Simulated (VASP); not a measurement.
FeS2, 6 atoms in the cell. It takes space group Pnnm (No. 58, orthorhombic). Conventional cell: a = 4.440 Å, b = 5.390 Å, c = 3.370 Å, α = 90.00°, β = 90.00°, γ = 90.00°. Fe (site symmetry 2/m) has 6 S at 2.22 to 2.24 Å within 2.9 Å. S (site symmetry m) has 6 Fe at 2.22 to 3.62 Å and 12 S at 2.27 to 3.37 Å within 3.7 Å. 

| Item | Value |
| --- | --- |
| Program | VASP 6.6.1 |
| Task | single point |
| Functional | PBE |
| Potentials or basis | VASP PAW PBE potentials, release 64 (Fe, S) |
| Cutoff | 600 eV |
| k mesh | 10 × 8 × 13 |
| Occupations | fermi-dirac, width 0.05 eV |
| Spin | collinear spin, ferromagnetic start |
| Starting moments | [3.0, 3.0, 0.0, 0.0, 0.0, 0.0] μB |
| Dipole correction | no |
| Further INCAR settings | ALGO = Normal; EDIFF = 1e-06; NBANDS = 33 |

Potentials or basis: VASP PAW PBE potentials, release 64 (Fe, S).

Run with:

```sh
$ cat potpaw_PBE.64/Fe/POTCAR potpaw_PBE.64/S/POTCAR > POTCAR
$ mpirun -np 4 vasp_std > vasp.out
```

Hardware: 4 MPI ranks on Intel(R) Xeon(R) Platinum 8559C (Emerald Rapids) (shared host).

**Question.** Estimate the wall time of this run.

**Answer.** Wall time 3.5 min on 4 MPI ranks on Intel(R) Xeon(R) Platinum 8559C (Emerald Rapids), on a shared host, peak memory 0.94 GiB a rank. Counts: scf iterations 17, k points 210.
